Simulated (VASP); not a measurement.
Here is a VASP 6.6.1 calculation.

File POSCAR:

```
Cl
1.0
    3.1450000000     -2.2500000000      0.0000000000
    3.1450000000      2.2500000000      0.0000000000
    0.0000000000      0.0000000000      8.2100000000
Cl
4
Direct
    0.3700000000      0.6300000000      0.4000000000
    0.1300000000      0.8700000000      0.9000000000
    0.6300000000      0.3700000000      0.6000000000
    0.8700000000      0.1300000000      0.1000000000
```

File INCAR.step1:

```
PREC = Accurate
ENCUT = 520
EDIFF = 1E-5
ISMEAR = -1
SIGMA = 0.05
LREAL = F
LASPH = T
NELM = 80
ALGO = Normal
ISIF = 2
LWAVE = T
GGA = PE
NBANDS = 22
```

File INCAR.step2:

```
PREC = Accurate
ENCUT = 520
EDIFF = 1E-6
ISMEAR = -1
SIGMA = 0.05
LREAL = F
LASPH = T
NELM = 80
ALGO = Normal
ISIF = 2
LWAVE = F
LCHARG = T
GGA = PE
LHFCALC = T
AEXX = 0.25
HFSCREEN = 0.3
PRECFOCK = Normal
LELF = T
LVHAR = T
ISTART = 1
NBANDS = 22
```

KPOINTS

```
regular mesh
0
Gamma
  4 4 2
```

Potentials or basis: VASP PAW PBE potentials, release 64 (Cl).

Launch:

```sh
$ cat potpaw_PBE.64/Cl/POTCAR > POTCAR
$ cp INCAR.step1 INCAR
$ mpirun -np 1 vasp_std > vasp.out
$ cp INCAR.step2 INCAR
$ mpirun -np 1 vasp_std > vasp.out
```

Q: Estimate the band gap on the k mesh.

A: 3.87 eV (least direct gap 3.96 eV).

Q: Predict the pressure.

A: -0.8 GPa.

Q: Estimate the largest force.

A: 0.799 eV/Å.

Stress tensor (GPa, compression positive):
```
 0.99  0.00  0.00
 0.00 -0.94  0.00
 0.00  0.00 -2.57
```

Caveat: the k points lie up to 0.43 Å⁻¹ apart; this functional lacks dispersion, which holds the molecules together, so the pressure and a relaxed volume are unreliable; the PAW data sets were made with another functional, which shifts forces and pressure a little. A k mesh can miss the band edges.
